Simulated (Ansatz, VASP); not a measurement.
# Two plane-wave programs on Ca

The input INCAR:

```
SYSTEM = Ca
ALGO = Normal
EDIFF = 1E-7
EDIFFG = -0.005
ENCUT = 600
GGA = PE
IBRION = 2
ISIF = 3
ISMEAR = -1
LASPH = .TRUE.
LCHARG = .FALSE.
LREAL = .FALSE.
LWAVE = .FALSE.
NELM = 60
NSW = 100
PREC = Accurate
SIGMA = 0.05
```

KPOINTS

```
k-points
0
G
  11 11 11
  0 0 0
```

File POSCAR:

```
Ca
1.0
    0.0000000000      3.2195088072      3.2195088072
    3.2195088072      0.0000000000      3.2195088072
    3.2195088072      3.2195088072      0.0000000000
Ca
2
Direct
    0.0000000000      0.0000000000      0.0000000000
    0.2500000000      0.2500000000      0.2500000000
```

Input for Ansatz:

```yaml
crystal:
  lattice:
    - [0.0, 3.2195088072, 3.2195088072]
    - [3.2195088072, 0.0, 3.2195088072]
    - [3.2195088072, 3.2195088072, 0.0]
  atoms:
    - { symbol: Ca, position: [0.0, 0.0, 0.0] }
    - { symbol: Ca, position: [0.25, 0.25, 0.25] }
kpoints:
  mp_grid: { grid: [11, 11, 11] }
scf:
  occupations: { method: fermi_dirac, width: 0.05 }
hamiltonian:
  xc: pbe
  pseudopotentials: { kind: paw }
output:
  forces: true
  stress: true
relax:
  f_tol: 0.005
  max_steps: 80
  cell: {}
```

Alike in both runs: task relaxation of cell and atoms; functional PBE; k mesh 11 × 11 × 11; occupations fermi-dirac, width 0.05 eV; no spin polarisation.

```csv
,VASP,Ansatz
version,VASP 6.6.1,Ansatz 0.2.0
potentials or method,"VASP PAW PBE potentials, release 64 (Ca_sv)","PAW with Ansatz's default frozen-core files, scalar-relativistic"
plane-wave cutoff (eV),600,420
valence electrons in the cell,20,20
```

Ansatz gave:

| Item | Value |
| --- | --- |
| relaxed volume (Å³/atom) | 79.62 |
| relaxed length of the cell vector where the two differ most in proportion (Å) | 6.084 |

Task: Which values does VASP return?

Result: Relaxed volume (Å³/atom): 78.58; relaxed length of the cell vector where the two differ most in proportion (Å): 6.058.

Noted on VASP's run: the volume moved by over 15 % at a fixed basis, so the end points are rough.
